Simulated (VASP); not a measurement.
# AgCl (F-43m) in VASP: a series of runs

AgCl is run at these levels: PBE; tasks: single point.

Program: VASP 6.6.1. These are calculated values, not measurements. Logs are shortened: lines on timing, memory, paths and dates and some standing lists are left out, and cuts for length are marked.

### Step 1. The cell of the first run

Symmetry: F-43m, No. 216, cubic system. Conventional cell: a = 5.935 Å, b = 5.935 Å, c = 5.935 Å, α = 90.00°, β = 90.00°, γ = 90.00°. Within 3.4 Å of Ag (site symmetry -43m) lie 4 Cl at 2.57 Å. Within 3.4 Å of Cl (site symmetry -43m) lie 4 Ag at 2.57 Å.

### Step 2. Single point, PBE (volume changed by -6%)

File INCAR:

```
SYSTEM = AgCl
ALGO = Normal
EDIFF = 1E-7
ENCUT = 520
GGA = PE
ISIF = 2
ISMEAR = 0
LASPH = .TRUE.
LCHARG = .FALSE.
LREAL = .FALSE.
LWAVE = .FALSE.
NBANDS = 16
NELM = 100
PREC = Accurate
SIGMA = 0.01
```

File KPOINTS:

```
k-points
0
G
  6 6 6
  0 0 0
```

File POSCAR:

```
AgCl
1.0
    0.0000000000      2.9675203008      2.9675203008
    2.9675203008      0.0000000000      2.9675203008
    2.9675203008      2.9675203008      0.0000000000
Ag Cl
1 1
Direct
    0.0000000000      0.0000000000      0.0000000000
    0.2500000000      0.2500000000      0.2500000000
```

Potentials or basis: VASP PAW PBE potentials, release 64 (Ag, Cl).

Started as:

```bash
cat potpaw_PBE.64/Ag/POTCAR potpaw_PBE.64/Cl/POTCAR > POTCAR
mpirun -np 1 vasp_std > vasp.out
```

OUTCAR:

```text
SYSTEM = AgCl
   EDIFF = 1E-7
   ENCUT = 520
   GGA = PE
   ISIF = 2
   ISMEAR = 0
   LASPH = .TRUE.
   LREAL = .FALSE.
   NELM = 100
   PREC = Accurate

 ion  position               nearest neighbor table
   1  0.000  0.000  0.000-   2 2.57   2 2.57   2 2.57   2 2.57
   2  0.250  0.250  0.250-   1 2.57   1 2.57   1 2.57   1 2.57

  LATTYP: Found a face centered cubic cell.
 ALAT       =     5.9350406016

  Lattice vectors:

 A1 = (   0.0000000000,   2.9675203008,   2.9675203008)
 A2 = (   2.9675203008,   0.0000000000,   2.9675203008)
 A3 = (   2.9675203008,   2.9675203008,   0.0000000000)

Analysis of symmetry for initial positions (statically):
=====================================================================
 Subroutine PRICEL returns:
 Original cell was already a primitive cell.

 Routine SETGRP: Setting up the symmetry group for a
 face centered cubic supercell.

 Subroutine GETGRP returns: Found 24 space group operations
 (whereof 24 operations were pure point group operations)
 out of a pool of 48 trial point group operations.

The static configuration has the point symmetry T_d .

Analysis of symmetry for dynamics (positions and initial velocities):
=====================================================================
 Subroutine PRICEL returns:
 Original cell was already a primitive cell.

 Routine SETGRP: Setting up the symmetry group for a
 face centered cubic supercell.

 Subroutine GETGRP returns: Found 24 space group operations
 (whereof 24 operations were pure point group operations)
 out of a pool of 48 trial point group operations.

The dynamic configuration has the point symmetry T_d .

 Subroutine INISYM returns: Found 24 space group operations
 (whereof 24 operations are pure point group operations),
 and found     1 'primitive' translations

----------------------------------------------------------------------------------------

                                     Primitive cell

  volume of cell :      52.2650

  direct lattice vectors                    reciprocal lattice vectors
     0.000000000  2.967520301  2.967520301    -0.168490844  0.168490844  0.168490844
     2.967520301  0.000000000  2.967520301     0.168490844 -0.168490844  0.168490844
     2.967520301  2.967520301  0.000000000     0.168490844  0.168490844 -0.168490844

  length of vectors
     4.196707456  4.196707456  4.196707456     0.291834702  0.291834702  0.291834702

[... 70 lines left out ...]
   NELM   =    100;   NELMIN=  2; NELMDL= -5     # of ELM steps
   EDIFF  = 0.1E-06   stopping-criterion for ELM
   LREAL  =      F    real-space projection
   EDIFFG = 0.1E-05   stopping-criterion for IOM
   NSW    =      0    number of steps for IOM
   IBRION =     -1    ionic relax: 0-MD 1-quasi-New 2-CG
   NFREE  =      0    steps in history (QN), initial steepest desc. (CG)
   ISIF   =      2    stress and relaxation
   ISYM   =      2    0-nonsym 1-usesym 2-fastsym
   POTIM  = 0.5000    time-step for ionic-motion
   TEBEG  =    0.0;   TEEND  =   0.0 temperature during run
   PSTRESS=    0.0 pullay stress
   NELECT =      18.0000    total number of electrons
   NUPDOWN=      -1.0000    fix difference up-down
   EMIN   =  10.00;   EMAX   =-10.00  energy-range for DOS
   EFERMI =   0.00;   METHOD = LEGACY
   ISMEAR =     0;   SIGMA  =   0.01  broadening in eV -4-tet -1-fermi 0-gaus
   EFERMI_NEDOS =   21; number of points for ismear=-14 and -15
   IALGO  =     38    algorithm
   IMIX   =      4    mixing-type and parameters
     AMIX     =   0.40;   BMIX     =  1.00
     AMIX_MAG =   1.60;   BMIX_MAG =  1.00
  volume/ion in A,a.u.               =      26.13       176.35
  Fermi-wavevector in a.u.,A,eV,Ry     =   1.147525  2.168507 17.916322  1.316812
  Thomas-Fermi vector in A             =   2.284204
   LORBIT       =      0    0 simple, 1 ext, 2 COOP (PROOUT), +10 PAW based schemes
   GGA     = PE    functional components
   LHFCALC =     F    Hartree Fock is set to
   AEXX    =    0.0000 exact exchange contribution
   IVDW    =     0    specifies the selected vdW correction
   LEPSILON=     F    determine dielectric tensor
   LRPA    =     F    only Hartree local field effects (RPA)
 non-spin polarized calculation
 Gauss-broadening in eV      SIGMA  =   0.01
  energy-cutoff  :      520.00
  volume of cell :       52.27
 maximum number of plane-waves:      1420
   NGX = 15   NGY = 15   NGZ = 15

 number of electron      18.0000003 magnetization

 Free energy of the ion-electron system (eV)
  ---------------------------------------------------
  ext. energy  EPLUGINS =         0.00000000
  ---------------------------------------------------
  free energy    TOTEN  =        -5.43258120 eV

  energy without entropy =       -5.43258120  energy(sigma->0) =       -5.43258120

 E-fermi :   2.1003     XC(G=0):  -8.6671

 val. band max:        2.0314168486   @ k =   0.0000   0.0000   0.0000
 cond. band min:       3.2518587033   @ k =   0.0000   0.0000   0.0000
 fundamental gap:      1.2204418547
 Fermi energy:         2.1002648025

 k-point     1 :       0.0000    0.0000    0.0000
  band No.  band energies     occupation
      1     -12.9834      2.00000
      2      -2.2308      2.00000
      3      -2.2308      2.00000
      4      -2.2308      2.00000
      5      -0.1879      2.00000
      6      -0.1879      2.00000
[... 281 lines left out ...]
      3      -1.8981      2.00000
      4      -1.6871      2.00000
      5      -0.1918      2.00000
      6       0.0056      2.00000
[... 8 lines left out ...]
     15      15.5988      0.00000
     16      15.6627      0.00000

------------------------ aborting loop because EDIFF is reached ----------------------------------------

  FORCE on cell =-STRESS in cart. coord.  units (eV):
  Direction    XX          YY          ZZ          XY          YZ          ZX
  --------------------------------------------------------------------------------------
  -------------------------------------------------------------------------------------
  Total        0.6740303      0.6740303      0.6740303      0.0000000      0.0000000      0.0000000
  in kB       20.6623108     20.6623108     20.6623108      0.0000000      0.0000000      0.0000000
  external PRESSURE =      20.6623108 kB  Pullay stress =       0.0000000 kB

 VOLUME and BASIS-vectors are now :
 -----------------------------------------------------------------------------
  energy-cutoff  :      520.00
  volume of cell :       52.27
      direct lattice vectors                 reciprocal lattice vectors
     0.000000000  2.967520301  2.967520301    -0.168490844  0.168490844  0.168490844
     2.967520301  0.000000000  2.967520301     0.168490844 -0.168490844  0.168490844
     2.967520301  2.967520301  0.000000000     0.168490844  0.168490844 -0.168490844

 POSITION                                       TOTAL-FORCE (eV/Angst)
 -----------------------------------------------------------------------------------
      0.00000      0.00000      0.00000         0.000000     -0.000000      0.000000
      1.48376      1.48376      1.48376        -0.000000      0.000000     -0.000000
 -----------------------------------------------------------------------------------
    total drift:                                0.000000      0.000000      0.000000

  FREE ENERGIE OF THE ION-ELECTRON SYSTEM (eV)
  ---------------------------------------------------
  free  energy   TOTEN  =        -5.4325811985 eV

  energy  without entropy=       -5.4325811985  energy(sigma->0) =       -5.43258120
```

stdout:

```text
POSCAR found type information on POSCAR AgCl
 POSCAR found :  2 types and       2 ions
 scaLAPACK will be used
 LDA part: xc-table for (Slater+PW92), standard interpolation
 POSCAR, INCAR and KPOINTS ok, starting setup
 FFT: planning ... GRIDC
 FFT: planning ... GRID_SOFT
 FFT: planning ... GRID
 WAVECAR not read
 entering main loop
```

Run time: 8.3 s. Hardware: 1 thread of AMD EPYC 9R45 (Zen 5), shared host; peak memory 0.14 GiB.

What came out:

- Free energy: -5.4326 eV
- Pressure: 2.1 GPa
- Band gap on the k mesh: 1.22 eV, direct

Levels at points of the mesh, in eV from the valence-band top:
```tsv
k point	band 6	band 7	band 8	band 9	band 10	band 11	band 12	band 13
(0.00, 0.00, 0.00)	-2.22	0.00	0.00	0.00	1.22	8.07	8.07	8.07
(0.50, 0.00, 0.00)	-2.15	-2.05	-0.60	-0.60	3.75	6.73	8.43	8.43
(0.50, 0.50, 0.00)	-2.06	-1.80	-1.42	-1.42	4.76	5.49	8.71	10.78
```

### Step 3. Single point, PBE (volume changed by -3%)

File INCAR:

```
PREC = Accurate
ENCUT = 520
EDIFF = 1E-7
ISMEAR = 0
SIGMA = 0.01
LREAL = False
LASPH = True
NELM = 100
ALGO = Normal
ISIF = 2
LWAVE = False
LCHARG = True
GGA = PE
LELF = True
LVHAR = True
NBANDS = 16
```

File KPOINTS:

```
regular mesh
0
Gamma
  6 6 6
```

File POSCAR:

```
AgCl
1.0
    0.0000000000      2.9987596523      2.9987596523
    2.9987596523      0.0000000000      2.9987596523
    2.9987596523      2.9987596523      0.0000000000
Ag Cl
1 1
Direct
    0.0000000000      0.0000000000      0.0000000000
    0.2500000000      0.2500000000      0.2500000000
```

Potentials or basis: VASP PAW PBE potentials, release 64 (Ag, Cl).

Started as:

```bash
cat potpaw_PBE.64/Ag/POTCAR potpaw_PBE.64/Cl/POTCAR > POTCAR
mpirun -np 1 vasp_std > vasp.out
```

Run time: 8.8 s. Hardware: 1 thread of AMD EPYC 9R45 (Zen 5), shared host; peak memory 0.15 GiB.

Results (log left out):

| Property | Result |
| --- | --- |
| Free energy | -5.4484 eV |
| Pressure | 0.9 GPa |
| Band gap on the k mesh | 1.26 eV, direct |

Levels at points of the mesh, in eV from the valence-band top:
```tsv
k point	band 7	band 8	band 9	band 10	band 11	band 12
(0.00, 0.00, 0.00)	0.00	0.00	0.00	1.26	8.09	8.09
(0.50, 0.00, 0.00)	-1.96	-0.57	-0.57	3.75	6.69	8.44
(0.50, 0.50, 0.00)	-1.71	-1.34	-1.34	4.82	5.42	8.70
```
